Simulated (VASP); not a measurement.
# Rh (P6_3/mmc) in VASP: notebook

Runs on Rh. Level: PBE. Tasks: single point.

All numbers are computed with VASP 6.6.1; they aren't measurements. Logs are shortened: lines on timing, memory, paths and dates and some standing lists are left out, and cuts for length are marked.

### Step 1. The cell of the first run

It takes space group P6_3/mmc (No. 194, hexagonal). Conventional cell: a = 2.879 Å, b = 2.879 Å, c = 4.634 Å, α = 90.00°, β = 90.00°, γ = 120.00°. Within 3.8 Å of Rh (site symmetry -6m2) lie 12 Rh at 2.85 to 2.88 Å.

This isn't the form of Rh at room conditions, which is fcc.

### Step 2. Single point, PBE, collinear spin, ferromagnetic start (16.64 Å³/atom)

INCAR reads:

```
ALGO = Normal
EDIFF = 1E-6
ENCUT = 500
GGA = PE
GGA_COMPAT = False
ISIF = 2
ISMEAR = 0
ISPIN = 2
LASPH = True
LCHARG = False
LMAXMIX = 4
LORBIT = 11
LREAL = False
LWAVE = False
MAGMOM = 0.875 0.875
NBANDS = 26
NELM = 200
NUPDOWN = 1.75
PREC = Accurate
SIGMA = 0.15
```

KPOINTS reads:

```
k-points
0
Gamma
  21 21 12
```

POSCAR reads:

```
Rh
1.0
    2.8794130266      0.0000000000      0.0000000000
   -1.4397065133      2.4936448290      0.0000000000
    0.0000000000      0.0000000000      4.6338326521
Rh
2
Direct
    0.6666666667      0.3333333333      0.7500000000
    0.3333333333      0.6666666667      0.2500000000
```

Potentials or basis: VASP PAW PBE potentials, release 64 (Rh_pv).

Started as:

```bash
> cat potpaw_PBE.64/Rh_pv/POTCAR > POTCAR
> mpirun -np 1 vasp_std > vasp.out
```

OUTCAR:

```text
EDIFF = 1E-6
   ENCUT = 500
   GGA = PE
   ISIF = 2
   ISMEAR = 0
   ISPIN = 2
   LASPH = True
   LORBIT = 11
   LREAL = False
   NELM = 200
   NUPDOWN = 1.75
   PREC = Accurate

 ion  position               nearest neighbor table
   1  0.667  0.333  0.750-   2 2.85   2 2.85   2 2.85   2 2.85   2 2.85   2 2.85
   2  0.333  0.667  0.250-   1 2.85   1 2.85   1 2.85   1 2.85   1 2.85   1 2.85

  LATTYP: Found a hexagonal cell.
 ALAT       =     2.8794130266
 C/A-ratio  =     1.6092976622

  Lattice vectors:

 A1 = (   2.8794130266,   0.0000000000,   0.0000000000)
 A2 = (  -1.4397065133,   2.4936448290,   0.0000000000)
 A3 = (   0.0000000000,   0.0000000000,   4.6338326521)

Analysis of symmetry for initial positions (statically):
=====================================================================
 Subroutine PRICEL returns:
 Original cell was already a primitive cell.

 Routine SETGRP: Setting up the symmetry group for a
 hexagonal supercell.

 Subroutine GETGRP returns: Found 24 space group operations
 (whereof 12 operations were pure point group operations)
 out of a pool of 24 trial point group operations.

The static configuration has the point symmetry D_3d.
 The point group associated with its full space group is D_6h.

Analysis of symmetry for dynamics (positions and initial velocities):
=====================================================================
 Subroutine PRICEL returns:
 Original cell was already a primitive cell.

 Routine SETGRP: Setting up the symmetry group for a
 hexagonal supercell.

 Subroutine GETGRP returns: Found 24 space group operations
 (whereof 12 operations were pure point group operations)
 out of a pool of 24 trial point group operations.

The dynamic configuration has the point symmetry D_3d.
 The point group associated with its full space group is D_6h.

Analysis of structural, dynamic, and magnetic symmetry:
=====================================================================
 Subroutine PRICEL returns:
 Original cell was already a primitive cell.

 Routine SETGRP: Setting up the symmetry group for a
 hexagonal supercell.

 Subroutine GETGRP returns: Found 24 space group operations
 (whereof 12 operations were pure point group operations)
 out of a pool of 24 trial point group operations.

The overall configuration has the point symmetry D_3d.
 The point group associated with its full space group is D_6h.

 Subroutine INISYM returns: Found 24 space group operations
 (whereof 12 operations are pure point group operations),
 and found     1 'primitive' translations

----------------------------------------------------------------------------------------

                                     Primitive cell

  volume of cell :      33.2720

  direct lattice vectors                    reciprocal lattice vectors
     2.879413027  0.000000000  0.000000000     0.347293004  0.200509709  0.000000000
    -1.439706513  2.493644829  0.000000000     0.000000000  0.401019419  0.000000000
     0.000000000  0.000000000  4.633832652     0.000000000  0.000000000  0.215804082

  length of vectors
     2.879413027  2.879413027  4.633832652     0.401019419  0.401019419  0.215804082

  position of ions in fractional coordinates (direct lattice)
     0.666666667  0.333333333  0.750000000
     0.333333333  0.666666667  0.250000000

  ion indices of the primitive-cell ions
   primitive index   ion index
                 1           1
                 2           2

----------------------------------------------------------------------------------------

 KPOINTS: k-points

Automatic generation of k-mesh.
 Grid dimensions read from file:
 generate k-points for:   21   21   12

 Generating k-lattice:

  Cartesian coordinates                     Fractional coordinates (reciprocal lattice)
     0.016537762  0.009548081  0.000000000     0.047619048 -0.000000000  0.000000000
     0.000000000  0.019096163  0.000000000     0.000000000  0.047619048  0.000000000
     0.000000000  0.000000000  0.017983673     0.000000000  0.000000000  0.083333333

  Length of vectors
     0.019096163  0.019096163  0.017983673

  Shift w.r.t. Gamma in fractional coordinates (k-lattice)
     0.000000000  0.000000000  0.000000000

 Subroutine IBZKPT returns following result:
 ===========================================

 Found    336 irreducible k-points:

 Following reciprocal coordinates:
            Coordinates               Weight
  0.000000  0.000000  0.000000      1.000000
  0.047619 -0.000000  0.000000      6.000000
  0.095238  0.000000  0.000000      6.000000
  0.142857  0.000000  0.000000      6.000000
  0.190476  0.000000  0.000000      6.000000
  0.238095  0.000000  0.000000      6.000000
[... 16 lines left out ...]
  0.142857  0.095238  0.000000     12.000000
  0.190476  0.095238  0.000000     12.000000
 [... further k-points ...]
   k-points           NKPTS =    336   k-points in BZ     NKDIM =    336   number of bands    NBANDS=     26
   number of dos      NEDOS =    301   number of ions     NIONS =      2
   total plane-waves  NPLWV =  20736
   dimension x,y,z NGX =    24 NGY =   24 NGZ =   36
   dimension x,y,z NGXF=    48 NGYF=   48 NGZF=   72
   ions per type =               2
   NGX,Y,Z   is equivalent  to a cutoff of  13.86, 13.86, 12.92 a.u.
   NGXF,Y,Z  is equivalent  to a cutoff of  27.71, 27.71, 25.83 a.u.
 SYSTEM =  unknown system
   PREC   = accura    normal or accurate (medium, high low for compatibility)
   ISTART =      0    job   : 0-new  1-cont  2-samecut
   ICHARG =      2    charge: 1-file 2-atom 10-const
   ISPIN  =      2    spin polarized calculation?
   LNONCOLLINEAR =      F non collinear calculations
   LSORBIT =      F    spin-orbit coupling
   LASPH  =      T    aspherical Exc in radial PAW
   ENCUT  =  500.0 eV  36.75 Ry    6.06 a.u.   5.25  5.25  8.45*2*pi/ulx,y,z
   NELM   =    200;   NELMIN=  2; NELMDL= -5     # of ELM steps
   EDIFF  = 0.1E-05   stopping-criterion for ELM
   LREAL  =      F    real-space projection
   EDIFFG = 0.1E-04   stopping-criterion for IOM
   NSW    =      0    number of steps for IOM
   IBRION =     -1    ionic relax: 0-MD 1-quasi-New 2-CG
   NFREE  =      0    steps in history (QN), initial steepest desc. (CG)
   ISIF   =      2    stress and relaxation
   ISYM   =      2    0-nonsym 1-usesym 2-fastsym
   POTIM  = 0.5000    time-step for ionic-motion
   TEBEG  =    0.0;   TEEND  =   0.0 temperature during run
   PSTRESS=    0.0 pullay stress
   NELECT =      30.0000    total number of electrons
   NUPDOWN=       1.7500    fix difference up-down
   EMIN   =  10.00;   EMAX   =-10.00  energy-range for DOS
   EFERMI =   0.00;   METHOD = LEGACY
   ISMEAR =     0;   SIGMA  =   0.15  broadening in eV -4-tet -1-fermi 0-gaus
   EFERMI_NEDOS =   21; number of points for ismear=-14 and -15
   IALGO  =     38    algorithm
   IMIX   =      4    mixing-type and parameters
     AMIX     =   0.40;   BMIX     =  1.00
     AMIX_MAG =   1.60;   BMIX_MAG =  1.00
  volume/ion in A,a.u.               =      16.64       112.27
  Fermi-wavevector in a.u.,A,eV,Ry     =   1.581572  2.988738 34.033202  2.501370
  Thomas-Fermi vector in A             =   2.681627
   LORBIT       =     11    0 simple, 1 ext, 2 COOP (PROOUT), +10 PAW based schemes
   GGA     = PE    functional components
   LHFCALC =     F    Hartree Fock is set to
   AEXX    =    0.0000 exact exchange contribution
   IVDW    =     0    specifies the selected vdW correction
   LEPSILON=     F    determine dielectric tensor
   LRPA    =     F    only Hartree local field effects (RPA)
 spin polarized calculation
 Gauss-broadening in eV      SIGMA  =   0.15
  energy-cutoff  :      500.00
  volume of cell :       33.27
 maximum number of plane-waves:       860
 NGX is ok and might be reduce to    24
   NGX = 11   NGY = 11   NGZ = 17

 number of electron      30.0000015 magnetization       1.7500001

 Free energy of the ion-electron system (eV)
  ---------------------------------------------------
  ext. energy  EPLUGINS =         0.00000000
  ---------------------------------------------------
  free energy    TOTEN  =       -13.91071761 eV

  energy without entropy =      -13.86171047  energy(sigma->0) =      -13.88621404

 E-fermi :   8.6593     XC(G=0): -12.8277

 val. band max:        8.7946287497   @ k =   0.3810   0.0952   0.0833
 cond. band min:       8.6606223964   @ k =   0.4286   0.0952   0.5000
 fundamental gap:     -0.1340063534
 Fermi energy:         8.7976605754

 spin component 1

 k-point     1 :       0.0000    0.0000    0.0000
  band No.  band energies     occupation
      1     -38.0064      1.00000
      2     -37.6764      1.00000
      3     -37.6764      1.00000
      4     -37.6242      1.00000
      5     -37.6186      1.00000
      6     -37.6186      1.00000
[... 18 lines left out ...]
     25      29.3802      0.00000
     26      29.7657      0.00000
[... 644 lines left out ...]
      4     -37.7105      1.00000
      5     -37.6573      1.00000
      6     -37.6509      1.00000
[... 18 lines left out ...]
     25      28.9008      0.00000
     26      29.3819      0.00000

 [... further k-points ...]

 spin component 2

 k-point     1 :       0.0000    0.0000    0.0000
  band No.  band energies     occupation
      1     -37.2783      1.00000
      2     -36.9561      1.00000
      3     -36.9561      1.00000
      4     -36.8972      1.00000
      5     -36.8972      1.00000
      6     -36.8863      1.00000
[... 18 lines left out ...]
     25      30.5518      0.00000
     26      31.3133      0.00000
[... 644 lines left out ...]
      4     -36.9911      1.00000
      5     -36.9302      1.00000
      6     -36.9202      1.00000
[... 18 lines left out ...]
     25      29.0221      0.00000
     26      30.4190      0.00000

 [... further k-points ...]

------------------------ aborting loop because EDIFF is reached ----------------------------------------

  FORCE on cell =-STRESS in cart. coord.  units (eV):
  Direction    XX          YY          ZZ          XY          YZ          ZX
  --------------------------------------------------------------------------------------
  -------------------------------------------------------------------------------------
  Total       -4.9606482     -4.9606482     -5.1385225     -0.0000000     -0.0000000     -0.0000000
  in kB     -238.8746710   -238.8746709   -247.4400196     -0.0000000     -0.0000000     -0.0000000
  external PRESSURE =    -241.7297872 kB  Pullay stress =       0.0000000 kB

 VOLUME and BASIS-vectors are now :
 -----------------------------------------------------------------------------
  energy-cutoff  :      500.00
  volume of cell :       33.27
      direct lattice vectors                 reciprocal lattice vectors
     2.879413027  0.000000000  0.000000000     0.347293004  0.200509709  0.000000000
    -1.439706513  2.493644829  0.000000000     0.000000000  0.401019419  0.000000000
     0.000000000  0.000000000  4.633832652     0.000000000  0.000000000  0.215804082

 POSITION                                       TOTAL-FORCE (eV/Angst)
 -----------------------------------------------------------------------------------
      1.43971      0.83121      3.47537         0.000000      0.000000      0.000000
     -0.00000      1.66243      1.15846        -0.000000      0.000000      0.000000
 -----------------------------------------------------------------------------------
    total drift:                                0.000000     -0.000000      0.000000

  FREE ENERGIE OF THE ION-ELECTRON SYSTEM (eV)
  ---------------------------------------------------
  free  energy   TOTEN  =       -13.9107176073 eV

  energy  without entropy=      -13.8617104713  energy(sigma->0) =      -13.88621404

 total charge

# of ion       s       p       d       tot
------------------------------------------
    1        0.339   6.194   6.984  13.517
    2        0.339   6.194   6.984  13.517
--------------------------------------------------
tot          0.677  12.388  13.968  27.034

 magnetization (x)

# of ion       s       p       d       tot
------------------------------------------
    1       -0.003  -0.005   0.895   0.887
    2       -0.003  -0.005   0.895   0.887
--------------------------------------------------
tot         -0.006  -0.011   1.790   1.774
```

It took 2.3 min on 1 thread of Intel Xeon 6975P-C (Granite Rapids), shared host; peak memory 0.44 GiB.

Results:

```yaml
Free_energy: -13.9107 eV
Pressure: -24.2 GPa
Net_moment: 1.75 μB per cell
Site_moments: Rh +0.89 μB
Valence_electrons_inside_the_program's_atomic_spheres: Rh 13.52
```

Caveat: the cell stands under tension; the total moment is fixed, so each spin has its own Fermi level and the state may be an excited one.

### Step 3. Single point, PBE, collinear spin, ferromagnetic start (14.94 Å³/atom)

This run uses another cell than the first one, of 14.94 Å³/atom.

INCAR reads:

```
PREC = Accurate
ENCUT = 500
EDIFF = 1E-6
ISMEAR = 0
SIGMA = 0.15
LREAL = False
LASPH = True
NELM = 200
ALGO = Normal
ISIF = 2
LWAVE = False
LCHARG = False
ISPIN = 2
MAGMOM = 0.75 0.75
LORBIT = 11
NUPDOWN = 1.5
LMAXMIX = 4
GGA = PE
NBANDS = 26
GGA_COMPAT = False
```

KPOINTS reads:

```
regular mesh
0
Gamma
  21 21 12
```

POSCAR reads:

```
Rh
1.0
    2.7782838484      0.0000000000      0.0000000000
   -1.3891419242      2.4060643917      0.0000000000
    0.0000000000      0.0000000000      4.4710857021
Rh
2
Direct
    0.6666666667      0.3333333333      0.7500000000
    0.3333333333      0.6666666667      0.2500000000
```

Potentials or basis: VASP PAW PBE potentials, release 64 (Rh_pv).

Started as:

```bash
> cat potpaw_PBE.64/Rh_pv/POTCAR > POTCAR
> mpirun -np 1 vasp_std > vasp.out
```

Run time: 2.3 min. Hardware: 1 thread of Intel Xeon 6975P-C (Granite Rapids), shared host; peak memory 0.4 GiB.

It converged, with:

```
Free energy                                           : -14.3113 eV
Pressure                                              : -9.7 GPa
Net moment                                            : 1.50 μB per cell
Site moments                                          : Rh +0.75 μB
Valence electrons inside the program's atomic spheres : Rh 13.65
```

Stress tensor (GPa, compression positive):
```
-9.64  0.00  0.00
 0.00 -9.64  0.00
 0.00  0.00 -9.91
```

Caveat: the cell stands under tension; the total moment is fixed, so each spin has its own Fermi level and the state may be an excited one.

### Step 4. Single point, PBE, collinear spin (11.56 Å³/atom)

This run uses another cell than the first one, of 11.56 Å³/atom.

INCAR reads:

```
ALGO = Normal
EDIFF = 1E-6
ENCUT = 500
GGA = PE
GGA_COMPAT = False
ISIF = 2
ISMEAR = 0
ISPIN = 2
LASPH = True
LCHARG = True
LELF = True
LMAXMIX = 4
LORBIT = 11
LREAL = False
LVHAR = True
LWAVE = False
MAGMOM = 0.125 0.125
NBANDS = 26
NELM = 200
NUPDOWN = 0.25
PREC = Accurate
SIGMA = 0.15
```

KPOINTS reads:

```
k-points
0
Gamma
  21 21 12
```

POSCAR reads:

```
Rh
1.0
    2.5504655491      0.0000000000      0.0000000000
   -1.2752327746      2.2087679570      0.0000000000
    0.0000000000      0.0000000000      4.1044582456
Rh
2
Direct
    0.6666666667      0.3333333333      0.7500000000
    0.3333333333      0.6666666667      0.2500000000
```

Started as:

```bash
> cat potpaw_PBE.64/Rh_pv/POTCAR > POTCAR
> mpirun -np 1 vasp_std > vasp.out
```

It took 4.2 min on 1 thread of Oxide Virtual Turin-like, shared host; peak memory 0.3 GiB.

Results (log left out):

```yaml
Free_energy: -13.3567 eV
Pressure: 84.3 GPa
Net_moment: 0.25 μB per cell
Site_moments: Rh +0.12 μB
Valence_electrons_inside_the_program's_atomic_spheres: Rh 14.18
```

Stress tensor (GPa, compression positive):
```
83.08  0.00  0.00
 0.00 83.08  0.00
 0.00  0.00 86.80
```

Caveat: the cell stands under pressure; the total moment is fixed, so each spin has its own Fermi level and the state may be an excited one.

### Step 5. Summary

```tsv
spin	fixed moment (μB)	cell	pressure (GPa)	moment (μB)
collinear, ferromagnetic start	1.75	a = 2.879, b = 2.879, c = 4.634 Å, angles 90.0, 90.0, 120.0°, 2 atoms	-24.2	1.75
collinear, ferromagnetic start	1.5	a = 2.778, b = 2.778, c = 4.471 Å, angles 90.0, 90.0, 120.0°, 2 atoms	-9.7	1.50
collinear	0.25	a = 2.550, b = 2.550, c = 4.104 Å, angles 90.0, 90.0, 120.0°, 2 atoms	84.3	0.25
```

Alike in all rows: task single point; level PBE; potentials or basis VASP PAW PBE potentials, release 64 (Rh_pv); k mesh 21 × 21 × 12; cutoff (eV) 500; smearing gaussian 0.15 eV.

Caveats: the total moment is fixed, so each spin has its own Fermi level and the state may be an excited one; the cell stands under tension (at least some runs); the cell stands under pressure (at least some runs).

Absolute energies hang on the potentials; compare differences alone.
